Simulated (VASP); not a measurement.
# Re in VASP: further runs

Re is run at these levels: LDA; tasks: single point.

Program: VASP 6.6.1. These are calculated values, not measurements. Logs are shortened: lines on timing, memory, paths and dates and some standing lists are left out, and cuts for length are marked.

## (1) The cell of the first run

The structure is tetragonal, space group I4/mmm (No. 139). The conventional cell has a = 2.821 Å, b = 2.821 Å, c = 3.950 Å, α = 90.00°, β = 90.00°, γ = 90.00°. Within 3.7 Å of Re (site symmetry 4/mmm) lie 12 Re at 2.81 to 2.82 Å.

## (2) Single point, LDA (equal xx and yy strain of +1 %)

File INCAR:

```
SYSTEM = Re
PREC = Accurate
ENCUT = 520
EDIFF = 1E-6
ISMEAR = -1
SIGMA = 0.03
LREAL = .False.
LASPH = .True.
NELM = 100
ALGO = Normal
ISIF = 2
LWAVE = .False.
LCHARG = .False.
NBANDS = 10
```

File KPOINTS:

```
Automatic mesh
0
Gamma
  14 14 14
  0 0 0
```

File POSCAR:

```
Re
1.0
    0.0000000000      1.9947500000      1.9750000000
    1.9947500000      0.0000000000      1.9750000000
    1.9947500000      1.9947500000      0.0000000000
Re
1
Direct
    0.0000000000      0.0000000000      0.0000000000
```

Potentials or basis: VASP PAW LDA potentials, release 64 (Re).

Run with:

```console
cat potpaw_LDA.64/Re/POTCAR > POTCAR
mpirun -np 1 vasp_std > vasp.out
```

OUTCAR:

```text
SYSTEM = Re
   PREC = Accurate
   ENCUT = 520
   EDIFF = 1E-6
   ISMEAR = -1
   LREAL = .False.
   LASPH = .True.
   NELM = 100
   ISIF = 2

 ion  position               nearest neighbor table
   1  0.000  0.000  0.000-

  LATTYP: Found a body centered tetragonal cell.
 ALAT       =     2.8210025035
 C/A-ratio  =     1.4002114479

  Lattice vectors:

 A1 = (   0.0000000000,  -1.9947500000,  -1.9750000000)
 A2 = (   0.0000000000,   1.9947500000,  -1.9750000000)
 A3 = (   1.9947500000,   0.0000000000,   1.9750000000)

Analysis of symmetry for initial positions (statically):
=====================================================================
 Subroutine PRICEL returns:
 Original cell was already a primitive cell.

 Routine SETGRP: Setting up the symmetry group for a
 body centered tetragonal supercell.

 Subroutine GETGRP returns: Found 16 space group operations
 (whereof 16 operations were pure point group operations)
 out of a pool of 16 trial point group operations.

The static configuration has the point symmetry D_4h.

Analysis of symmetry for dynamics (positions and initial velocities):
=====================================================================
 Subroutine PRICEL returns:
 Original cell was already a primitive cell.

 Routine SETGRP: Setting up the symmetry group for a
 body centered tetragonal supercell.

 Subroutine GETGRP returns: Found 16 space group operations
 (whereof 16 operations were pure point group operations)
 out of a pool of 16 trial point group operations.

The dynamic configuration has the point symmetry D_4h.

 Subroutine INISYM returns: Found 16 space group operations
 (whereof 16 operations are pure point group operations),
 and found     1 'primitive' translations

----------------------------------------------------------------------------------------

                                     Primitive cell

  volume of cell :      15.7172

  direct lattice vectors                    reciprocal lattice vectors
     0.000000000  1.994750000  1.975000000    -0.250657977  0.250657977  0.253164557
     1.994750000  0.000000000  1.975000000     0.250657977 -0.250657977  0.253164557
     1.994750000  1.994750000  0.000000000     0.250657977  0.250657977 -0.253164557

  length of vectors
     2.807071884  2.807071884  2.821002504     0.435604334  0.435604334  0.435604334

  position of ions in fractional coordinates (direct lattice)
     0.000000000  0.000000000  0.000000000

  ion indices of the primitive-cell ions
   primitive index   ion index
                 1           1

----------------------------------------------------------------------------------------

 KPOINTS: Automatic mesh

Automatic generation of k-mesh.
 Grid dimensions read from file:
 generate k-points for:   14   14   14

 Generating k-lattice:

  Cartesian coordinates                     Fractional coordinates (reciprocal lattice)
    -0.017904141  0.017904141  0.018083183     0.071428571  0.000000000  0.000000000
     0.017904141 -0.017904141  0.018083183     0.000000000  0.071428571  0.000000000
     0.017904141  0.017904141 -0.018083183    -0.000000000 -0.000000000  0.071428571

  Length of vectors
     0.031114595  0.031114595  0.031114595

  Shift w.r.t. Gamma in fractional coordinates (k-lattice)
     0.000000000  0.000000000  0.000000000

 Subroutine IBZKPT returns following result:
 ===========================================

 Found    244 irreducible k-points:

 Following reciprocal coordinates:
            Coordinates               Weight
  0.000000  0.000000  0.000000      1.000000
  0.071429  0.000000  0.000000      8.000000
  0.142857 -0.000000  0.000000      8.000000
  0.214286  0.000000  0.000000      8.000000
  0.285714  0.000000  0.000000      8.000000
  0.357143 -0.000000  0.000000      8.000000
[... 16 lines left out ...]
  0.214286  0.142857  0.000000      8.000000
  0.285714  0.142857  0.000000      8.000000
 [... further k-points ...]
   k-points           NKPTS =    244   k-points in BZ     NKDIM =    244   number of bands    NBANDS=     10
   number of dos      NEDOS =    301   number of ions     NIONS =      1
   total plane-waves  NPLWV =  13824
   dimension x,y,z NGX =    24 NGY =   24 NGZ =   24
   dimension x,y,z NGXF=    48 NGYF=   48 NGZF=   48
   ions per type =               1
   NGX,Y,Z   is equivalent  to a cutoff of  14.21, 14.21, 14.14 a.u.
   NGXF,Y,Z  is equivalent  to a cutoff of  28.43, 28.43, 28.29 a.u.
 SYSTEM =  Re
   PREC   = accura    normal or accurate (medium, high low for compatibility)
   ISTART =      0    job   : 0-new  1-cont  2-samecut
   ICHARG =      2    charge: 1-file 2-atom 10-const
   ISPIN  =      1    spin polarized calculation?
   LNONCOLLINEAR =      F non collinear calculations
   LSORBIT =      F    spin-orbit coupling
   LASPH  =      T    aspherical Exc in radial PAW
   ENCUT  =  520.0 eV  38.22 Ry    6.18 a.u.   5.22  5.22  5.25*2*pi/ulx,y,z
   NELM   =    100;   NELMIN=  2; NELMDL= -5     # of ELM steps
   EDIFF  = 0.1E-05   stopping-criterion for ELM
   LREAL  =      F    real-space projection
   EDIFFG = 0.1E-04   stopping-criterion for IOM
   NSW    =      0    number of steps for IOM
   IBRION =     -1    ionic relax: 0-MD 1-quasi-New 2-CG
   NFREE  =      0    steps in history (QN), initial steepest desc. (CG)
   ISIF   =      2    stress and relaxation
   ISYM   =      2    0-nonsym 1-usesym 2-fastsym
   POTIM  = 0.5000    time-step for ionic-motion
   TEBEG  =    0.0;   TEEND  =   0.0 temperature during run
   PSTRESS=    0.0 pullay stress
   NELECT =       7.0000    total number of electrons
   NUPDOWN=      -1.0000    fix difference up-down
   EMIN   =  10.00;   EMAX   =-10.00  energy-range for DOS
   EFERMI =   0.00;   METHOD = LEGACY
   ISMEAR =    -1;   SIGMA  =   0.03  broadening in eV -4-tet -1-fermi 0-gaus
   EFERMI_NEDOS =   21; number of points for ismear=-14 and -15
   IALGO  =     38    algorithm
   IMIX   =      4    mixing-type and parameters
     AMIX     =   0.40;   BMIX     =  1.00
     AMIX_MAG =   1.60;   BMIX_MAG =  1.00
  volume/ion in A,a.u.               =      15.72       106.06
  Fermi-wavevector in a.u.,A,eV,Ry     =   1.250210  2.362554 21.266233  1.563024
  Thomas-Fermi vector in A             =   2.384214
   LORBIT       =      0    0 simple, 1 ext, 2 COOP (PROOUT), +10 PAW based schemes
   GGA     = CA    functional components
   LHFCALC =     F    Hartree Fock is set to
   AEXX    =    0.0000 exact exchange contribution
   IVDW    =     0    specifies the selected vdW correction
   LEPSILON=     F    determine dielectric tensor
   LRPA    =     F    only Hartree local field effects (RPA)
 non-spin polarized calculation
  energy-cutoff  :      520.00
  volume of cell :       15.72
 maximum number of plane-waves:       444
 NGX is ok and might be reduce to    24
   NGX = 11   NGY = 11   NGZ = 11

 number of electron       7.0000000 magnetization

 Free energy of the ion-electron system (eV)
  ---------------------------------------------------
  ext. energy  EPLUGINS =         0.00000000
  ---------------------------------------------------
  free energy    TOTEN  =       -13.56496729 eV

  energy without entropy =      -13.56093386  energy(sigma->0) =      -13.56295058

 E-fermi :   7.2668     XC(G=0): -13.4887

 val. band max:        7.2596077223   @ k =  -0.1429   0.0714   0.2143
 cond. band min:       7.2703489799   @ k =  -0.4286   0.0714   0.4286
 fundamental gap:      0.0107412575
 Fermi energy:         7.2667710072

 k-point     1 :       0.0000    0.0000    0.0000
  band No.  band energies     occupation
      1      -2.3059      2.00000
      2       5.4874      2.00000
      3       5.4874      2.00000
      4       5.6234      2.00000
      5       8.3103      0.00000
      6       8.4864      0.00000
      7      21.2073      0.00000
      8      26.3386      0.00000
      9      26.3386      0.00000
     10      26.6517      0.00000

 k-point     2 :       0.0714    0.0000    0.0000
  band No.  band energies     occupation
      1      -2.0857      2.00000
      2       5.3786      2.00000
      3       5.5882      2.00000
      4       5.6910      2.00000
      5       8.2384      0.00000
      6       8.4057      0.00000
      7      21.6260      0.00000
      8      25.3735      0.00000
      9      26.7321      0.00000
     10      26.9498      0.00000

 k-point     3 :       0.1429   -0.0000    0.0000
  band No.  band energies     occupation
      1      -1.4635      2.00000
      2       5.0561      2.00000
      3       5.8168      2.00000
      4       5.9178      2.00000
      5       8.1295      0.00000
      6       8.2665      0.00000
      7      22.6251      0.00000
      8      23.7310      0.00000
      9      27.8545      0.00000
     10      28.0737      0.00000

 k-point     4 :       0.2143    0.0000    0.0000
  band No.  band energies     occupation
      1      -0.5768      2.00000
      2       4.7826      2.00000
      3       5.9395      2.00000
      4       6.0615      2.00000
      5       8.2826      0.00000
      6       8.3625      0.00000
      7      21.7539      0.00000
      8      24.1651      0.00000
      9      29.5426      0.00000
     10      29.7657      0.00000

 k-point     5 :       0.2857    0.0000    0.0000
  band No.  band energies     occupation
      1       0.2781      2.00000
      2       4.9159      2.00000
      3       5.7985      2.00000
      4       5.9385      2.00000
      5       8.8855      0.00000
      6       8.9054      0.00000
      7      20.2309      0.00000
      8      23.9562      0.00000
      9      30.9007      0.00000
     10      30.9972      0.00000

 k-point     6 :       0.3571   -0.0000    0.0000
  band No.  band energies     occupation
      1       0.7589      2.00000
      2       5.5470      2.00000
      3       5.6851      2.00000
      4       5.7400      2.00000
      5       9.6977      0.00000
      6       9.7266      0.00000
      7      18.6797      0.00000
      8      22.3110      0.00000
      9      28.8842      0.00000
     10      28.9831      0.00000
[... 183 lines left out ...]
 k-point    21 :      -0.0714    0.0714    0.0000
  band No.  band energies     occupation
      1      -1.7330      2.00000
      2       5.1202      2.00000
      3       5.7340      2.00000
      4       5.9084      2.00000
      5       7.9363      0.00000
      6       8.5054      0.00000
      7      22.2735      0.00000
      8      24.5309      0.00000
      9      26.9391      0.00000
     10      27.6899      0.00000

 k-point    22 :       0.1429    0.1429    0.0000
  band No.  band energies     occupation
      1      -1.1614      2.00000
      2       4.6760      2.00000
      3       6.1850      2.00000
      4       6.1850      2.00000
      5       7.3776      0.04847
      6       8.6936      0.00000
      7      23.3602      0.00000
      8      24.9307      0.00000
      9      26.8207      0.00000
     10      26.8207      0.00000

 k-point    23 :       0.2143    0.1429    0.0000
  band No.  band energies     occupation
      1      -0.4684      2.00000
      2       4.2787      2.00000
      3       6.3278      2.00000
      4       6.5050      2.00000
      5       7.2304      1.54180
      6       8.9195      0.00000
      7      23.8474      0.00000
      8      24.5769      0.00000
      9      27.0703      0.00000
     10      27.6347      0.00000

 k-point    24 :       0.2857    0.1429    0.0000
  band No.  band energies     occupation
      1       0.4136      2.00000
      2       4.0253      2.00000
      3       5.8595      2.00000
      4       6.6063      2.00000
      5       8.0110      0.00000
      6       9.3897      0.00000
      7      22.2544      0.00000
      8      25.3218      0.00000
      9      27.2465      0.00000
     10      28.0407      0.00000

 [... further k-points ...]

------------------------ aborting loop because EDIFF is reached ----------------------------------------

  FORCE on cell =-STRESS in cart. coord.  units (eV):
  Direction    XX          YY          ZZ          XY          YZ          ZX
  --------------------------------------------------------------------------------------
  -------------------------------------------------------------------------------------
  Total       -2.8835891     -2.8835891     -2.7317795      0.0000000     -0.0000000     -0.0000000
  in kB     -293.9475990   -293.9475990   -278.4724172      0.0000000     -0.0000000     -0.0000000
  external PRESSURE =    -288.7892051 kB  Pullay stress =       0.0000000 kB

 VOLUME and BASIS-vectors are now :
 -----------------------------------------------------------------------------
  energy-cutoff  :      520.00
  volume of cell :       15.72
      direct lattice vectors                 reciprocal lattice vectors
     0.000000000  1.994750000  1.975000000    -0.250657977  0.250657977  0.253164557
     1.994750000  0.000000000  1.975000000     0.250657977 -0.250657977  0.253164557
     1.994750000  1.994750000  0.000000000     0.250657977  0.250657977 -0.253164557

 POSITION                                       TOTAL-FORCE (eV/Angst)
 -----------------------------------------------------------------------------------
      0.00000      0.00000      0.00000         0.000000      0.000000      0.000000
 -----------------------------------------------------------------------------------
    total drift:                               -0.000000      0.000000     -0.000000

  FREE ENERGIE OF THE ION-ELECTRON SYSTEM (eV)
  ---------------------------------------------------
  free  energy   TOTEN  =       -13.5649672928 eV

  energy  without entropy=      -13.5609338615  energy(sigma->0) =      -13.56295058
```

It took 11 s on 1 thread of Intel Xeon 6975P-C (Granite Rapids), shared host; peak memory 0.16 GiB.

What came out:

| Item | Value |
| --- | --- |
| Free energy | -13.5650 eV |
| Pressure | -28.9 GPa |

Caveat: the cell differs from its parent crystal (equal xx and yy strain of +1 %); spin-orbit coupling is left out, which moves the levels of the heavy elements.

## (3) Single point, LDA (volume scaled by 0.9405)

File INCAR:

```
SYSTEM = Re
PREC = Accurate ; ENCUT = 520
EDIFF = 1E-7 ; ISMEAR = -1
SIGMA = 0.03 ; LREAL = .FALSE.
LASPH = .TRUE. ; NELM = 60
ALGO = Normal ; ISIF = 2
LWAVE = .FALSE. ; LCHARG = .FALSE.
NBANDS = 10
```

File KPOINTS:

```
Automatic mesh
0
G
  14 14 14
  0 0 0
```

File POSCAR:

```
Re
1.0
    0.0000000000      1.9350255327      1.9350255327
    1.9350255327      0.0000000000      1.9350255327
    1.9350255327      1.9350255327      0.0000000000
Re
1
Direct
    0.0000000000      0.0000000000      0.0000000000
```

Potentials or basis: VASP PAW LDA potentials, release 64 (Re).

Run with:

```console
cat potpaw_LDA.64/Re/POTCAR > POTCAR
mpirun -np 1 vasp_std > vasp.out
```

It took 23 s on 1 thread of Intel Xeon 6975P-C, shared host; peak memory 0.13 GiB.

Results (log left out):

* Free energy: -13.6904 eV
* Pressure: -1.9 GPa

Levels at points of the mesh, in eV from the Fermi level:
```csv
k point,band 1,band 2,band 3,band 4,band 5,band 6,band 7,band 8
"(0.00, 0.00, 0.00)",-10.15,-1.96,-1.96,-1.96,1.29,1.29,13.99,19.70
"(0.50, 0.00, 0.00)",-6.96,-2.18,-2.18,0.39,3.93,3.93,10.24,13.51
"(0.50, 0.50, 0.00)",-6.95,-6.08,3.01,3.87,4.70,4.70,12.48,12.48
```

Caveat: spin-orbit coupling is left out, which moves the levels of the heavy elements.

## (4) Single point, LDA (volume scaled by 0.97)

File INCAR:

```
SYSTEM = Re
ALGO     = Normal         ! electronic algorithm
EDIFF    = 1E-7           ! SCF threshold, eV
ENCUT    = 520            ! plane-wave cutoff, eV
ISIF     = 2              ! what is computed and relaxed
ISMEAR   = -1             ! smearing method
LASPH    = .TRUE.         ! aspherical terms in the spheres
LCHARG   = .FALSE.        ! write CHGCAR
LREAL    = .FALSE.        ! projectors in reciprocal space
LWAVE    = .FALSE.        ! write WAVECAR
NBANDS   = 10             ! bands
NELM     = 60             ! most SCF steps
PREC     = Accurate       ! precision mode
SIGMA    = 0.03           ! smearing width, eV
```

File KPOINTS:

```
k-points
0
G
  14 14 14
  0 0 0
```

File POSCAR:

```
Re
1.0
    0.0000000000      1.9550491410      1.9550491410
    1.9550491410      0.0000000000      1.9550491410
    1.9550491410      1.9550491410      0.0000000000
Re
1
Direct
    0.0000000000      0.0000000000      0.0000000000
```

Run with:

```console
cat potpaw_LDA.64/Re/POTCAR > POTCAR
mpirun -np 1 vasp_std > vasp.out
```

Wall time 22 s (1 thread of Intel Xeon 6975P-C, shared host); peak memory 0.14 GiB.

The run converged. Its results:

```
Free energy : -13.6686 eV
Pressure    : -13.4 GPa
```

Levels at points of the mesh, in eV from the Fermi level:
```
           k point  band 1  band 2  band 3  band 4  band 5  band 6  band 7  band 8
(0.00, 0.00, 0.00)   -9.93   -1.87   -1.87   -1.87    1.23    1.23   13.98   19.50
(0.50, 0.00, 0.00)   -6.73   -2.08   -2.08    0.34    3.74    3.74    9.78   13.48
(0.50, 0.50, 0.00)   -6.67   -5.82    2.87    3.68    4.48    4.48   12.23   12.23
```

Caveat: spin-orbit coupling is left out, which moves the levels of the heavy elements.

## (5) Overview

```tsv
cell	gap on the mesh (eV)	pressure (GPa)
a = 2.807, b = 2.807, c = 2.821 Å, angles 59.8, 59.8, 60.3°, 1 atom	none	-28.9
a = 2.737 Å, angles 60.0°, 1 atom	none	-1.9
a = 2.765 Å, angles 60.0°, 1 atom	none	-13.4
```

Alike in all rows: task single point; level LDA; potentials or basis VASP PAW LDA potentials, release 64 (Re); no spin polarisation; k mesh 14 × 14 × 14; cutoff (eV) 520; smearing fermi-dirac 0.03 eV.

Caveats: spin-orbit coupling is left out, which moves the levels of the heavy elements.

Absolute energies hang on the potentials; compare differences alone.
